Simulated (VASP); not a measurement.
A run of VASP 6.6.1:

The input INCAR:

```
  ALGO = Normal
  EDIFF = 1E-6
  ENCUT = 520
  GGA = PS
  ISIF = 2
  ISMEAR = 0
  LASPH = True
  LCHARG = False
  LREAL = False
  LWAVE = False
  NBANDS = 17
  NELM = 80
  PREC = Accurate
  SIGMA = 0.05
```

File KPOINTS:

```
k-points
0
Gamma
  10 10 10
```

POSCAR

```
SnSe
1.0
    0.0000000000      3.0099999632      3.0099999632
    3.0099999632      0.0000000000      3.0099999632
    3.0099999632      3.0099999632      0.0000000000
Sn Se
1 1
Direct
    0.0000000000      0.0000000000      0.0000000000
    0.5000000000      0.5000000000      0.5000000000
```

Potentials or basis: VASP PAW PBE potentials, release 64 (Sn_d, Se).

Command:

```console
$ cat potpaw_PBE.64/Sn_d/POTCAR potpaw_PBE.64/Se/POTCAR > POTCAR
$ mpirun -np 1 vasp_std > vasp.out
```

Hardware: 1 thread of AMD EPYC 9R45 (Zen 5), with other jobs on the host.

Estimate the wall time of this run.

Wall time 15 s on 1 thread of AMD EPYC 9R45 (Zen 5), with other jobs on the host, peak memory 0.17 GiB. Counts: scf iterations 12, k points 47.
